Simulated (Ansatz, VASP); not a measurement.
# SiNi in VASP and in Ansatz

```
Si Ni
1.0
    -3.05528    0.00000    0.00000
     0.00000   -3.25831    0.00000
     0.00000    0.00000   13.82817
Si Ni
6 6
Direct
  0.50000 0.50000 0.11689
  0.50000 0.50000 0.45746
  0.50000 0.50000 0.79802
  0.00000 0.00000 0.90484
  0.00000 0.00000 0.22371
  0.00000 0.00000 0.56427
  0.50000 0.50000 0.96801
  0.50000 0.50000 0.28688
  0.50000 0.50000 0.62744
  0.00000 0.00000 0.05372
  0.00000 0.00000 0.39429
  0.00000 0.00000 0.73485
```

Alike in both runs: task single point; functional PBE; k mesh 15 × 14 × 4; occupations gaussian, width 0.15 eV; no spin polarisation.

```csv
,VASP,Ansatz
version,VASP 6.6.1,Ansatz 0.2.0
potentials or method,"VASP PAW PBE potentials, release 64 (Si, Ni), cutoff 520 eV","scalar-relativistic, plane waves, PAW"
valence electrons in the cell,84,132
```

```tsv
	VASP	Ansatz	Ansatz less VASP
gap on the k mesh at the Fermi level (eV)	none	none	-
pressure (GPa)	6.7	6.7	-0.03
traceless stress, the component that is largest in VASP (GPa)	7.53	7.28	-0.248
rms of the force components (eV/Å)	0.875	0.871	-0.0048
```

Atom by atom the forces differ by 0.007 eV/Å (rms over components). A gap of «none» marks a metal or a gap that the smearing closes. The functional is the same, so the differences come from potentials, cutoffs and numerics. VASP's potentials hold 84 valence electrons a cell and Ansatz's 132, so a difference there can come from the potentials and not from the codes.
